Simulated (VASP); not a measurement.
Set up this calculation in VASP 6.6.1, as the native input.

* Task: single point
* Functional: PBE
* Potentials or basis: VASP PAW PBE potentials, release 64 (Al, B, N)
* Cutoff: 520 eV
* k mesh: 6 × 6 × 1
* Occupations: gaussian, width 0.1 eV
* Spin: no spin polarisation
* Dipole correction: no
* Further INCAR settings: ALGO = Normal; EDIFF = 1e-07; NBANDS = 36

The structure of AlB2N3 lies in POSCAR:

```
AlB2N3
1.0
    2.5910515900      0.0000000000      0.0000000000
   -1.2955258000      2.2439165000      0.0000000000
    0.0000000000      0.0000000000     21.2967081200
Al B N
2 4 6
Direct
    0.0000000000      0.0000000000      0.2500000000
    0.0000000000      0.0000000000      0.7500000000
    0.0000000000      0.0000000000      0.9166666700
    0.0000000000      0.0000000000      0.5833333300
    0.0000000000      0.0000000000      0.0833333300
    0.0000000000      0.0000000000      0.4166666700
    0.6666666700      0.3333333300      0.7500000000
    0.6666666700      0.3333333300      0.0833333300
    0.6666666700      0.3333333300      0.4166666700
    0.3333333300      0.6666666700      0.9166666700
    0.3333333300      0.6666666700      0.2500000000
    0.3333333300      0.6666666700      0.5833333300
```

One way to write it, as run:

INCAR

```
SYSTEM = AlB2N3
PREC = Accurate
ENCUT = 520
EDIFF = 1E-7
ISMEAR = 0
SIGMA = 0.1
LREAL = .FALSE.
LASPH = .TRUE.
NELM = 60
ALGO = Normal
ISIF = 2
LWAVE = .FALSE.
LCHARG = .FALSE.
GGA = PE
NBANDS = 36
```

KPOINTS

```
regular mesh
0
G
  6 6 1
  0 0 0
```

Potentials or basis: VASP PAW PBE potentials, release 64 (Al, B, N).

Command:

```console
$ cat potpaw_PBE.64/Al/POTCAR potpaw_PBE.64/B/POTCAR potpaw_PBE.64/N/POTCAR > POTCAR
$ mpirun -np 1 vasp_std > vasp.out
```

It gave:

```yaml
Pressure: 47.2 GPa
Largest_force: 0.024 eV/Å
Band_gap_on_the_k_mesh: 2.88 eV, indirect (least direct gap 3.25 eV)
```

Caveat: the k points lie up to 0.47 Å⁻¹ apart.

It took 21 s on 1 thread of Intel(R) Xeon(R) 6975P-C (Granite Rapids), on a shared host, peak memory 0.24 GiB.
